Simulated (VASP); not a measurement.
# Pt (P6/mmm) in VASP: notebook, part 2 of 2

VASP 6.6.1. The steps go on from the part before.

## (3) Relaxation of cell and atoms, PBEsol, target pressure 2.6 GPa, at which the enthalpy is minimised

This run uses another cell than the first one, of 16.00 Å³/atom, 1.032 times its volume.

INCAR

```
ALGO = Normal
EDIFF = 1E-6
EDIFFG = -0.005
ENCUT = 600
GGA = PS
IBRION = 2
ISIF = 3
ISMEAR = -1
LASPH = T
LCHARG = F
LREAL = F
LWAVE = F
NELM = 80
NSW = 32
PREC = Accurate
PSTRESS = 26.0
SIGMA = 0.1
```

KPOINTS

```
k-points
0
Gamma
  16 16 15
```

POSCAR

```
Pt
1.0
    2.6470187956      0.0000000000      0.0000000000
   -1.3235093978      2.2923855213      0.0000000000
    0.0000000000      0.0000000000      2.6373249452
Pt
1
Direct
    0.0000000000      0.0000000000      0.0000000000
```

Potentials or basis: VASP PAW PBE potentials, release 64 (Pt).

Started as:

```
> cat potpaw_PBE.64/Pt/POTCAR > POTCAR
> mpirun -np 1 vasp_std > vasp.out
```

OUTCAR:

```text
EDIFF = 1E-6
   EDIFFG = -0.005
   ENCUT = 600
   GGA = PS
   IBRION = 2
   ISIF = 3
   ISMEAR = -1
   LASPH = T
   LREAL = F
   NELM = 80
   NSW = 32
   PREC = Accurate
   PSTRESS = 26.0

 ion  position               nearest neighbor table
   1  0.000  0.000  0.000-

  LATTYP: Found a hexagonal cell.
 ALAT       =     2.6470187956
 C/A-ratio  =     0.9963378234

  Lattice vectors:

 A1 = (   2.6470187956,   0.0000000000,   0.0000000000)
 A2 = (  -1.3235093978,   2.2923855213,   0.0000000000)
 A3 = (   0.0000000000,   0.0000000000,   2.6373249452)

Analysis of symmetry for initial positions (statically):
=====================================================================
 Subroutine PRICEL returns:
 Original cell was already a primitive cell.

 Routine SETGRP: Setting up the symmetry group for a
 hexagonal supercell.

 Subroutine GETGRP returns: Found 24 space group operations
 (whereof 24 operations were pure point group operations)
 out of a pool of 24 trial point group operations.

The static configuration has the point symmetry D_6h.

Analysis of symmetry for dynamics (positions and initial velocities):
[... 163 lines left out ...]
  Direction    XX          YY          ZZ          XY          YZ          ZX
  --------------------------------------------------------------------------------------
  -------------------------------------------------------------------------------------
  Total        0.2261299      0.2261299      0.2115511     -0.0000000     -0.0000000      0.0000000
  in kB       22.6391526     22.6391526     21.1795910     -0.0000000     -0.0000000      0.0000000
  external PRESSURE =      -3.8473679 kB  Pullay stress =      26.0000000 kB
[... 24 lines left out ...]
--------------------------------------- Ionic step        2  -------------------------------------------

 number of electron      10.0000001 magnetization

 E-fermi :  10.0270     XC(G=0): -13.2278

 val. band max:       10.0259497342   @ k =   0.0625   0.0000   0.1333
 cond. band min:      10.0403295104   @ k =   0.2500   0.1250   0.0000
 fundamental gap:      0.0143797762
 Fermi energy:        10.0269654839

 k-point     1 :       0.0000    0.0000    0.0000
  band No.  band energies     occupation
      1       0.3767      2.00000
      2       3.7927      2.00000
      3       6.3887      2.00000
      4       6.3887      2.00000
      5      10.4010      0.04637
      6      10.4010      0.04637
      7      23.9534      0.00000
      8      25.5085      0.00000
      9      31.9164      0.00000
[... 534 lines left out ...]
--------------------------------------- Ionic step        9  -------------------------------------------

 number of electron      10.0000001 magnetization

 Free energy of the ion-electron system (eV)
  ---------------------------------------------------
  ext. energy  EPLUGINS =         0.00000000
  ---------------------------------------------------
  free energy    TOTEN  =        -6.81857552 eV

  energy without entropy =       -6.78821912  energy(sigma->0) =       -6.80339732

 E-fermi :   9.9514     XC(G=0): -13.2032

 val. band max:        9.9496023189   @ k =   0.0625   0.0000   0.1333
 cond. band min:       9.9665084626   @ k =   0.2500   0.1250   0.0000
 fundamental gap:      0.0169061437
 Fermi energy:         9.9514425335

 k-point     1 :       0.0000    0.0000    0.0000
  band No.  band energies     occupation
      1       0.3443      2.00000
      2       3.7572      2.00000
      3       6.3361      2.00000
      4       6.3361      2.00000
      5      10.3211      0.04839
      6      10.3211      0.04839
      7      23.8524      0.00000
      8      25.4420      0.00000
      9      31.8057      0.00000
[... 308 lines left out ...]
  energy  without entropy=       -6.7882191210  energy(sigma->0) =       -6.80339732

  enthalpy is  TOTEN    =        -6.5592310433 eV   P V=        0.2593444746

 reached required accuracy - stopping structural energy minimisation
```

OSZICAR:

```text
N       E                     dE             d eps       ncg     rms          rms(c)
DAV:   1     0.407639456122E+02    0.40764E+02   -0.59739E+03  4384   0.116E+03
DAV:   2    -0.682596026112E+01   -0.47590E+02   -0.45676E+02  4560   0.197E+02
DAV:   3    -0.730983132641E+01   -0.48387E+00   -0.48113E+00  5419   0.207E+01
DAV:   4    -0.731144209970E+01   -0.16108E-02   -0.16107E-02  4976   0.120E+00
[... 46 lines left out ...]
DAV:   4    -0.681857171309E+01    0.26000E-07   -0.21942E-07  2186   0.440E-03
   8 F= -.65592298E+01 E0= -.65440390E+01  d E =0.165706E-06
       N       E                     dE             d eps       ncg     rms          rms(c)
DAV:   1    -0.681857977944E+01   -0.80403E-05   -0.17874E-04  4396   0.120E-01    0.991E-03
DAV:   2    -0.681857641821E+01    0.33612E-05   -0.35000E-06  4417   0.156E-02    0.412E-03
DAV:   3    -0.681857551796E+01    0.90026E-06   -0.21429E-06  4198   0.112E-02
   9 F= -.65592310E+01 E0= -.65440528E+01  d E =-.103982E-05
```

It took 71 s on 1 thread of Intel Xeon Platinum 8375C at 2.90GHz (Ice Lake), shared host; peak memory 0.18 GiB.

Results:

```
Free energy                                            : -6.8186 eV
Relaxed volume                                         : 15.98 Å³/atom
Relaxed cell                                           : a = 2.646 Å, b = 2.646 Å, c = 2.635 Å, α = 90.00°, β = 90.00°, γ = 120.00°
Space group after relaxing (to 0.05 Å)                 : P6/mmm (No. 191)
Energy change on relaxing (the enthalpy is what falls) : +0.3 meV/atom
Ionic steps                                            : 9
Pressure after relaxing                                : 2.6 GPa
Band gap on the k mesh                                 : zero (band 5 reaches 11.47 eV, above the bottom of band 6 at 8.52 eV)
```

The path:
```csv
step,energy change (eV),largest force (eV/Å),pressure (GPa),volume (Å³)
1,0.0000,0.0000,2.22,16.00
2,0.0016,0.0000,3.72,15.91
3,0.0004,0.0000,2.63,15.98
4,0.0003,0.0000,2.64,15.98
5,0.0002,0.0000,2.43,15.99
6,0.0003,0.0000,2.57,15.98
7,0.0003,0.0000,2.57,15.98
8,0.0003,0.0000,2.57,15.98
9,0.0003,0.0000,2.58,15.98
```

Final structure:
```cif
data_structure
_symmetry_space_group_name_H-M 'P 1'
_symmetry_Int_Tables_number 1
_cell_length_a 2.6462
_cell_length_b 2.6462
_cell_length_c 2.6354
_cell_angle_alpha 90.000
_cell_angle_beta 90.000
_cell_angle_gamma 120.000
_cell_volume 15.98
loop_
_atom_site_label
_atom_site_type_symbol
_atom_site_fract_x
_atom_site_fract_y
_atom_site_fract_z
_atom_site_occupancy
Pt1 Pt 0.00000 0.00000 0.00000 1
```

Caveat: the cell is relaxed towards a set pressure, so the enthalpy falls and the energy may rise; the PAW data sets were made with another functional, which shifts forces and pressure a little; spin-orbit coupling is left out, which moves the levels of the heavy elements.
